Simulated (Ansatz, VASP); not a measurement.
MnAs in VASP and in Ansatz

```
Mn As
1.0
     0.00000    2.58299    2.58299
     2.58299    0.00000    2.58299
     2.58299    2.58299    0.00000
Mn As
1 1
Direct
  0.00000 0.00000 0.00000
  0.50000 0.50000 0.50000
```

Alike in both runs: task electric field gradients; functional PBE; k mesh 12 × 12 × 12; occupations fermi-dirac, width 0.08 eV; collinear spin.

```csv
,VASP,Ansatz
version,VASP 6.6.1,Ansatz 0.2.0
potentials or method,"VASP PAW PBE potentials, release 64 (Mn_pv, As), cutoff 520 eV","all-electron PAW with datasets made for the crystal, scalar-relativistic"
```

VASP gave:

- pressure (GPa): 0.2
- net moment per atom (μB): 1.84
- size of the moment on the site where the two differ most (μB): 3.63

Problem. Estimate Ansatz's values.

Solution. Pressure (GPa): 0.0; net moment per atom (μB): 1.84; size of the moment on the site where the two differ most (μB): 3.58.

Site moments also hang on the region over which each program counts them. Ansatz ran all-electron here, and VASP with PAW potentials.
